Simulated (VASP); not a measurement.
# MnAs (P6_3/mmc) in VASP: a series of runs, part 2 of 2

VASP 6.6.1. The steps go on from the part before.

### Step 4. Single point, PBE, collinear spin, ferromagnetic start

This run uses another cell than the first one, of 16.28 Å³/atom, 0.923 times its volume.

File INCAR:

```
ALGO = Normal ; EDIFF = 1E-6
ENCUT = 520 ; GGA = PE
ISIF = 2 ; ISMEAR = -1
ISPIN = 2 ; LASPH = True
LCHARG = True ; LELF = True
LMAXMIX = 4 ; LORBIT = 11
LREAL = False ; LVHAR = True
LWAVE = False ; MAGMOM = 0 0 4 4
NBANDS = 30 ; NELM = 150
PREC = Accurate ; SIGMA = 0.05
```

File KPOINTS:

```
k-points
0
Gamma
  8 8 5
```

File POSCAR:

```
MnAs
1.0
    3.6598587183      0.0000000000      0.0000000000
   -1.8299293592      3.1695306243      0.0000000000
    0.0000000000      0.0000000000      5.6140851660
As Mn
2 2
Direct
    0.6666666667      0.3333333333      0.7500000000
    0.3333333333      0.6666666667      0.2500000000
    0.0000000000      0.0000000000      0.5000000000
    0.0000000000      0.0000000000      0.0000000000
```

Potentials or basis: VASP PAW PBE potentials, release 64 (As, Mn_pv).

On the command line:

```bash
$ cat potpaw_PBE.64/As/POTCAR potpaw_PBE.64/Mn_pv/POTCAR > POTCAR
$ mpirun -np 1 vasp_std > vasp.out
```

OUTCAR:

```text
EDIFF = 1E-6
   ENCUT = 520
   GGA = PE
   ISIF = 2
   ISMEAR = -1
   ISPIN = 2
   LASPH = True
   LORBIT = 11
   LREAL = False
   NELM = 150
   PREC = Accurate

 ion  position               nearest neighbor table
   1  0.667  0.333  0.750-   3 2.54   4 2.54   3 2.54   4 2.54   3 2.54   4 2.54
   2  0.333  0.667  0.250-   3 2.54   4 2.54   3 2.54   4 2.54   3 2.54   4 2.54
   3  0.000  0.000  0.500-   1 2.54   2 2.54   1 2.54   2 2.54   1 2.54   2 2.54   4 2.81   4 2.81

   4  0.000  0.000  0.000-   1 2.54   2 2.54   1 2.54   2 2.54   1 2.54   2 2.54   3 2.81   3 2.81

  LATTYP: Found a hexagonal cell.
 ALAT       =     3.6598587183
 C/A-ratio  =     1.5339622642
[... 1817 lines left out ...]
    -1.829929359  3.169530624  0.000000000     0.000000000  0.315504129  0.000000000
     0.000000000  0.000000000  5.614085166     0.000000000  0.000000000  0.178123411

 POSITION                                       TOTAL-FORCE (eV/Angst)
 -----------------------------------------------------------------------------------
      1.82993      1.05651      4.21056         0.000000      0.000000      0.000000
     -0.00000      2.11302      1.40352        -0.000000      0.000000      0.000000
      0.00000      0.00000      2.80704        -0.000000     -0.000000      0.000000
      0.00000      0.00000      0.00000        -0.000000     -0.000000      0.000000
 -----------------------------------------------------------------------------------
    total drift:                               -0.000000      0.000000     -0.000000

  FREE ENERGIE OF THE ION-ELECTRON SYSTEM (eV)
  ---------------------------------------------------
  free  energy   TOTEN  =       -28.2680300602 eV

  energy  without entropy=      -28.2405030560  energy(sigma->0) =      -28.25426656

 total charge

# of ion       s       p       d       tot
------------------------------------------
    1        1.220   1.526   0.057   2.803
    2        1.220   1.526   0.057   2.803
    3        0.286   6.254   5.097  11.637
    4        0.286   6.254   5.097  11.637
--------------------------------------------------
tot          3.013  15.561  10.308  28.882

 magnetization (x)

# of ion       s       p       d       tot
------------------------------------------
    1        0.005  -0.133   0.007  -0.121
    2        0.005  -0.133   0.007  -0.121
    3        0.033   0.023   2.927   2.984
    4        0.033   0.023   2.927   2.984
--------------------------------------------------
tot          0.077  -0.220   5.868   5.725
```

OSZICAR:

```text
N       E                     dE             d eps       ncg     rms          rms(c)
DAV:   1     0.351770372741E+03    0.35177E+03   -0.19551E+04  3712   0.131E+03
DAV:   2    -0.105738928258E+02   -0.36234E+03   -0.34493E+03  3648   0.380E+02
DAV:   3    -0.303778458217E+02   -0.19804E+02   -0.19344E+02  4168   0.971E+01
DAV:   4    -0.307190655879E+02   -0.34122E+00   -0.34063E+00  3954   0.125E+01
DAV:   5    -0.307232833782E+02   -0.42178E-02   -0.42177E-02  4088   0.153E+00    0.185E+01
DAV:   6    -0.312803369643E+02   -0.55705E+00   -0.21936E+01  3938   0.517E+01    0.198E+01
DAV:   7    -0.282489410310E+02    0.30314E+01   -0.10597E+01  3924   0.366E+01    0.543E+00
DAV:   8    -0.282720962072E+02   -0.23155E-01   -0.54788E-01  3906   0.447E+00    0.257E+00
DAV:   9    -0.282654610577E+02    0.66351E-02   -0.76495E-02  4026   0.226E+00    0.108E+00
DAV:  10    -0.282668159289E+02   -0.13549E-02   -0.10626E-02  3938   0.798E-01    0.428E-01
DAV:  11    -0.282679994140E+02   -0.11835E-02   -0.20574E-03  3904   0.332E-01    0.132E-01
DAV:  12    -0.282680228631E+02   -0.23449E-04   -0.27659E-04  4046   0.124E-01    0.520E-02
DAV:  13    -0.282680297431E+02   -0.68801E-05   -0.28612E-05  3894   0.316E-02    0.191E-02
DAV:  14    -0.282680300602E+02   -0.31705E-06   -0.45442E-06  3980   0.141E-02
   1 F= -.28268030E+02 E0= -.28254267E+02  d E =-.275270E-01  mag=     5.8195
```

It took 2.8 min on 1 thread of Oxide Virtual Turin-like, shared host; peak memory 0.21 GiB.

Results:

* Free energy: -28.2680 eV
* Pressure: -1.6 GPa
* Net moment: 5.82 μB per cell
* Site moments: As -0.12; Mn +2.98 μB
* Valence electrons inside the program's atomic spheres: As 2.80; Mn 11.64

Levels at points of the mesh, in eV from the Fermi level:
Spin up:
```
           k point  band 17  band 18  band 19  band 20  band 21  band 22  band 23  band 24  band 25  band 26
(0.00, 0.00, 0.00)    -1.72    -1.72    -0.30     0.62     0.62     1.58     3.09     3.09     3.93     5.57
(0.50, 0.00, 0.00)    -2.09    -2.05    -2.01    -1.77    -1.51    -0.32     1.25     3.39     4.90     5.00
```
Spin down:
```csv
k point,band 12,band 13,band 14,band 15,band 16,band 17,band 18,band 19
"(0.00, 0.00, 0.00)",-1.32,-0.30,-0.30,-0.14,-0.14,0.57,0.57,1.18
"(0.50, 0.00, 0.00)",-3.32,-2.90,-2.12,-1.50,0.55,0.63,0.69,0.73
```

Caveat: only a ferromagnetic start was run, and an antiferromagnetic order may lie lower in energy.

### Step 5. Single point, PBE, collinear spin, ferromagnetic start

This run uses another cell than the first one, of 16.62 Å³/atom, 0.942 times its volume.

File INCAR:

```
SYSTEM = MnAs
  PREC = Accurate
  ENCUT = 520
  EDIFF = 1E-7
  ISMEAR = -1
  SIGMA = 0.05
  LREAL = .FALSE.
  LASPH = .TRUE.
  NELM = 150
  ALGO = Normal
  ISIF = 2
  LWAVE = .FALSE.
  LCHARG = .FALSE.
  ISPIN = 2
  MAGMOM = 0 0 4 4
  LORBIT = 11
  LMAXMIX = 4
  GGA = PE
  NBANDS = 30
```

File KPOINTS:

```
Automatic mesh
0
G
  8 8 5
  0 0 0
```

File POSCAR:

```
MnAs
1.0
    3.6850999209      0.0000000000      0.0000000000
   -1.8425499604      3.1913901469      0.0000000000
    0.0000000000      0.0000000000      5.6528042183
As Mn
2 2
Direct
    0.6666666667      0.3333333333      0.7500000000
    0.3333333333      0.6666666667      0.2500000000
    0.0000000000      0.0000000000      0.5000000000
    0.0000000000      0.0000000000      0.0000000000
```

On the command line:

```bash
$ cat potpaw_PBE.64/As/POTCAR potpaw_PBE.64/Mn_pv/POTCAR > POTCAR
$ mpirun -np 1 vasp_std > vasp.out
```

Run time: 2.6 min. Hardware: 1 thread of Oxide Virtual Turin-like, shared host; peak memory 0.21 GiB.

Results (log left out):

```yaml
Free_energy: -28.2523 eV
Pressure: -2.3 GPa
Net_moment: 6.09 μB per cell
Site_moments: As -0.12; Mn +3.11 μB
Valence_electrons_inside_the_program's_atomic_spheres: As 2.79; Mn 11.61
```

Stress tensor (GPa, compression positive):
```
-1.40  0.00  0.00
 0.00 -1.40  0.00
 0.00  0.00 -3.97
```

Levels at points of the mesh, in eV from the Fermi level:
Spin up:
```
           k point  band 17  band 18  band 19  band 20  band 21  band 22  band 23  band 24  band 25  band 26
(0.00, 0.00, 0.00)    -1.80    -1.80    -0.41     0.59     0.59     1.53     2.96     2.96     3.87     5.30
(0.50, 0.00, 0.00)    -2.12    -2.12    -2.07    -1.85    -1.59    -0.46     1.14     3.26     4.81     4.90
```
Spin down:
```tsv
k point	band 11	band 12	band 13	band 14	band 15	band 16	band 17	band 18	band 19	band 20
(0.00, 0.00, 0.00)	-2.93	-1.23	-0.21	-0.21	-0.06	-0.06	0.54	0.54	1.23	1.23
(0.50, 0.00, 0.00)	-3.37	-3.23	-2.80	-2.08	-1.40	0.60	0.69	0.74	0.79	1.35
```

Caveat: only a ferromagnetic start was run, and an antiferromagnetic order may lie lower in energy.

### Step 6. Single point, PBE, collinear spin, ferromagnetic start

This run uses another cell than the first one, of 17.30 Å³/atom, 0.981 times its volume.

File INCAR:

```
SYSTEM = MnAs
  ALGO = Normal
  EDIFF = 1E-6
  ENCUT = 520
  GGA = PE
  ISIF = 2
  ISMEAR = -1
  ISPIN = 2
  LASPH = .True.
  LCHARG = .False.
  LMAXMIX = 4
  LORBIT = 11
  LREAL = .False.
  LWAVE = .False.
  MAGMOM = 0 0 4 4
  NBANDS = 30
  NELM = 150
  PREC = Accurate
  SIGMA = 0.05
```

File KPOINTS:

```
k-points
0
Gamma
  8 8 5
  0 0 0
```

File POSCAR:

```
MnAs
1.0
    3.7345702525      0.0000000000      0.0000000000
   -1.8672851262      3.2342327108      0.0000000000
    0.0000000000      0.0000000000      5.7286898401
As Mn
2 2
Direct
    0.6666666667      0.3333333333      0.7500000000
    0.3333333333      0.6666666667      0.2500000000
    0.0000000000      0.0000000000      0.5000000000
    0.0000000000      0.0000000000      0.0000000000
```

Potentials or basis: VASP PAW PBE potentials, release 64 (As, Mn_pv).

On the command line:

```bash
$ cat potpaw_PBE.64/As/POTCAR potpaw_PBE.64/Mn_pv/POTCAR > POTCAR
$ mpirun -np 1 vasp_std > vasp.out
```

OUTCAR:

```text
SYSTEM = MnAs
   EDIFF = 1E-6
   ENCUT = 520
   GGA = PE
   ISIF = 2
   ISMEAR = -1
   ISPIN = 2
   LASPH = .True.
   LORBIT = 11
   LREAL = .False.
   NELM = 150
   PREC = Accurate

 ion  position               nearest neighbor table
   1  0.667  0.333  0.750-   3 2.59   4 2.59   3 2.59   4 2.59   3 2.59   4 2.59
   2  0.333  0.667  0.250-   3 2.59   4 2.59   3 2.59   4 2.59   3 2.59   4 2.59
   3  0.000  0.000  0.500-   1 2.59   2 2.59   2 2.59   1 2.59   1 2.59   2 2.59   4 2.86   4 2.86

   4  0.000  0.000  0.000-   1 2.59   2 2.59   2 2.59   1 2.59   1 2.59   2 2.59   3 2.86   3 2.86

  LATTYP: Found a hexagonal cell.
 ALAT       =     3.7345702525
 C/A-ratio  =     1.5339622641

  Lattice vectors:

 A1 = (   3.7345702525,   0.0000000000,   0.0000000000)
 A2 = (  -1.8672851262,   3.2342327108,   0.0000000000)
 A3 = (   0.0000000000,   0.0000000000,   5.7286898401)

Analysis of symmetry for initial positions (statically):
=====================================================================
 Subroutine PRICEL returns:
 Original cell was already a primitive cell.

 Routine SETGRP: Setting up the symmetry group for a
 hexagonal supercell.

 Subroutine GETGRP returns: Found 24 space group operations
 (whereof 12 operations were pure point group operations)
 out of a pool of 24 trial point group operations.

The static configuration has the point symmetry D_3d.
 The point group associated with its full space group is D_6h.

Analysis of symmetry for dynamics (positions and initial velocities):
=====================================================================
 Subroutine PRICEL returns:
 Original cell was already a primitive cell.

 Routine SETGRP: Setting up the symmetry group for a
 hexagonal supercell.

 Subroutine GETGRP returns: Found 24 space group operations
 (whereof 12 operations were pure point group operations)
 out of a pool of 24 trial point group operations.

The dynamic configuration has the point symmetry D_3d.
 The point group associated with its full space group is D_6h.

Analysis of structural, dynamic, and magnetic symmetry:
=====================================================================
 Subroutine PRICEL returns:
[... 161 lines left out ...]

 E-fermi :   6.6063     XC(G=0): -11.0697

 val. band max:        6.6020952145   @ k =   0.1250   0.1250   0.4000
 cond. band min:       6.6161975718   @ k =   0.2500   0.1250   0.4000
 fundamental gap:      0.0141023573
 Fermi energy:         6.6063449942

 spin component 1

 k-point     1 :       0.0000    0.0000    0.0000
  band No.  band energies     occupation
      1     -43.3945      1.00000
      2     -43.3945      1.00000
      3     -43.3859      1.00000
      4     -43.3859      1.00000
      5     -43.1965      1.00000
      6     -43.1072      1.00000
[... 781 lines left out ...]
     29      15.4624      0.00000
     30      17.2833      0.00000

 [... further k-points ...]

 spin component 2

 k-point     1 :       0.0000    0.0000    0.0000
  band No.  band energies     occupation
      1     -39.8805      1.00000
      2     -39.8805      1.00000
      3     -39.8773      1.00000
      4     -39.8700      1.00000
      5     -39.8700      1.00000
      6     -39.7721      1.00000
[... 781 lines left out ...]
     29      16.0492      0.00000
     30      17.8379      0.00000

 [... further k-points ...]
[... 5 lines left out ...]
  --------------------------------------------------------------------------------------
  -------------------------------------------------------------------------------------
  Total       -1.5930201     -1.5930201     -2.6963106     -0.0000000      0.0000000      0.0000000
  in kB      -36.8862602    -36.8862602    -62.4328685     -0.0000000      0.0000000      0.0000000
  external PRESSURE =     -45.4017963 kB  Pullay stress =       0.0000000 kB

 VOLUME and BASIS-vectors are now :
 -----------------------------------------------------------------------------
  energy-cutoff  :      520.00
  volume of cell :       69.19
      direct lattice vectors                 reciprocal lattice vectors
     3.734570253  0.000000000  0.000000000     0.267768426  0.154596173  0.000000000
    -1.867285126  3.234232711  0.000000000     0.000000000  0.309192346  0.000000000
     0.000000000  0.000000000  5.728689840     0.000000000  0.000000000  0.174559983

 POSITION                                       TOTAL-FORCE (eV/Angst)
 -----------------------------------------------------------------------------------
      1.86729      1.07808      4.29652         0.000000     -0.000000      0.000000
     -0.00000      2.15616      1.43217         0.000000      0.000000      0.000000
      0.00000      0.00000      2.86434        -0.000000      0.000000      0.000000
      0.00000      0.00000      0.00000         0.000000      0.000000      0.000000
 -----------------------------------------------------------------------------------
    total drift:                               -0.000000      0.000000      0.000000

  FREE ENERGIE OF THE ION-ELECTRON SYSTEM (eV)
  ---------------------------------------------------
  free  energy   TOTEN  =       -28.1955362907 eV

  energy  without entropy=      -28.1738295352  energy(sigma->0) =      -28.18468291

 total charge

# of ion       s       p       d       tot
------------------------------------------
    1        1.229   1.501   0.046   2.775
    2        1.229   1.501   0.046   2.775
    3        0.276   6.232   5.040  11.548
    4        0.276   6.232   5.040  11.548
--------------------------------------------------
tot          3.009  15.465  10.173  28.648

 magnetization (x)

# of ion       s       p       d       tot
------------------------------------------
    1        0.012  -0.145   0.008  -0.126
    2        0.012  -0.145   0.008  -0.126
    3        0.037   0.025   3.202   3.263
    4        0.037   0.025   3.202   3.263
--------------------------------------------------
tot          0.097  -0.242   6.418   6.274
```

It took 3 min on 1 thread of Oxide Virtual Turin-like, shared host; peak memory 0.23 GiB.

Results:

- Free energy: -28.1955 eV
- Pressure: -4.5 GPa
- Net moment: 6.41 μB per cell
- Site moments: As -0.13; Mn +3.26 μB
- Valence electrons inside the program's atomic spheres: As 2.77; Mn 11.55

Stress tensor (GPa, compression positive):
```
-3.69  0.00  0.00
 0.00 -3.69  0.00
 0.00  0.00 -6.24
```

Levels at points of the mesh, in eV from the Fermi level:
Spin up:
| k point | band 19 | band 20 | band 21 | band 22 | band 23 | band 24 |
| --- | --- | --- | --- | --- | --- | --- |
| (0.00, 0.00, 0.00) | -0.57 | 0.55 | 0.55 | 1.47 | 2.75 | 2.75 |
| (0.50, 0.00, 0.00) | -2.04 | -1.94 | -1.68 | -0.66 | 0.97 | 3.04 |
Spin down:
```
           k point  band 13  band 14  band 15  band 16  band 17  band 18
(0.00, 0.00, 0.00)    -0.06    -0.06     0.06     0.06     0.49     0.49
(0.50, 0.00, 0.00)    -2.62    -2.00    -1.22     0.69     0.78     0.81
```

Caveat: only a ferromagnetic start was run, and an antiferromagnetic order may lie lower in energy.

### Step 7. Overview

| cell | k mesh | gap on the mesh (eV) | pressure (GPa) | moment (μB) |
| --- | --- | --- | --- | --- |
| a = 3.710, b = 3.710, c = 5.919 Å, angles 90.0, 90.0, 120.0°, 4 atoms | 7 × 7 × 4 | none | -5.6 | 6.52 |
| a = 3.634, b = 3.634, c = 5.575 Å, angles 90.0, 90.0, 120.0°, 4 atoms | 8 × 8 × 5 | none | -0.6 | 5.57 |
| a = 3.660, b = 3.660, c = 5.614 Å, angles 90.0, 90.0, 120.0°, 4 atoms | 8 × 8 × 5 | none | -1.6 | 5.82 |
| a = 3.685, b = 3.685, c = 5.653 Å, angles 90.0, 90.0, 120.0°, 4 atoms | 8 × 8 × 5 | none | -2.3 | 6.09 |
| a = 3.735, b = 3.735, c = 5.729 Å, angles 90.0, 90.0, 120.0°, 4 atoms | 8 × 8 × 5 | none | -4.5 | 6.41 |

Alike in all rows: task single point; level PBE; potentials or basis VASP PAW PBE potentials, release 64 (As, Mn_pv); spin collinear, ferromagnetic start; cutoff (eV) 520; smearing fermi-dirac 0.05 eV.

Caveats: only a ferromagnetic start was run, and an antiferromagnetic order may lie lower in energy.

Absolute energies hang on the potentials; compare differences alone.
